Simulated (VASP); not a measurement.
# Ti5O8 (a cell with a defect): single point with PBEsol

System: Ti5O8 (a cell with a defect).

```
Ti O
1.0
     4.59141    0.00000    0.00000
     0.00000    4.59141    0.00000
     0.00000    0.00000    5.87774
Ti O
5 8
Direct
  0.02134 0.00118 0.01315
  0.99432 0.00695 0.47989
  0.21810 0.24562 0.25526
  0.48924 0.49418 0.74895
  0.75987 0.75858 0.23610
  0.30362 0.29492 0.01729
  0.30815 0.29880 0.50217
  0.68915 0.67473 0.01152
  0.68629 0.67514 0.49560
  0.19997 0.78769 0.25659
  0.21685 0.81420 0.76184
  0.77466 0.19917 0.22857
  0.81469 0.15963 0.75814
```

```
Program                : VASP 6.6.1
Task                   : single point
Functional             : PBEsol
Potentials or basis    : VASP PAW PBE potentials, release 64 (Ti_sv, O)
Cutoff                 : 520 eV
k mesh                 : 2 × 2 × 2, shifted
Occupations            : methfessel-paxton, width 0.05 eV
Spin                   : collinear spin
Starting moments       : [0.0, 0.0, 0.125, 0.0, 0.125, 0.125, 0.125, 0.125, 0.125, 0.125, 0.0, 0.125, 0.0] μB
Dipole correction      : no
Charge                 : 1
Further INCAR settings : ALGO = Normal; EDIFF = 1e-07; NBANDS = 70; NELECT = 107.0
```

```
Largest force                                         : 24.555 eV/Å
Net moment                                            : 1.01 μB per cell
Site moments                                          : Ti +0.31, +0.18, +0.07 (each value once); O +0.01, +0.00 (each value once) μB
Valence electrons inside the program's atomic spheres : Ti 10.89, 10.70, 12.12, 10.18, 12.02; O 5.25, 5.20, 5.26, 5.13, 5.06, 4.99, 5.04 (each value once)
```

Forces in eV/Å, atoms in the order of the input:
```
Ti   -0.919  -1.351 -14.479
Ti   -2.520  -1.527  14.635
Ti   -1.688   3.074   4.788
Ti    0.153   0.507  -0.557
Ti    1.435   3.028  14.780
O     5.787   3.943 -19.138
O     3.545   1.926  14.028
O    -5.162  -6.463 -23.120
O    -1.070  -1.627   9.092
O     2.037  -2.288   0.002
O     1.028  -1.955  -0.649
O    -1.254   1.055   1.089
O    -1.373   1.677  -0.470
```

Levels at points of the mesh, in eV from the Fermi level:
Spin up:
```csv
k point,band 52,band 53,band 54,band 55,band 56,band 57
"(0.25, 0.25, 0.25)",-2.30,-0.53,-0.08,0.38,0.47,1.15
```
Spin down:
| k point | band 51 | band 52 | band 53 | band 54 | band 55 | band 56 |
| --- | --- | --- | --- | --- | --- | --- |
| (0.25, 0.25, 0.25) | -2.50 | -2.27 | -0.28 | 0.23 | 0.54 | 0.71 |

Wall time 2.2 min on 1 thread of Intel(R) Xeon(R) Platinum 8375C CPU @ 2.90GHz (Ice Lake) (shared host), peak memory 0.29 GiB.

Caveat: the k points lie up to 0.68 Å⁻¹ apart; the cell carries a net charge on a neutralising background, which shifts energy and pressure; the cell is charged against a uniform background, so pressure and absolute levels hang on convention; atoms lie so close that the PAW spheres overlap strongly, which falsifies energies and pressures; the PAW data sets were made with another functional, which shifts forces and pressure a little.
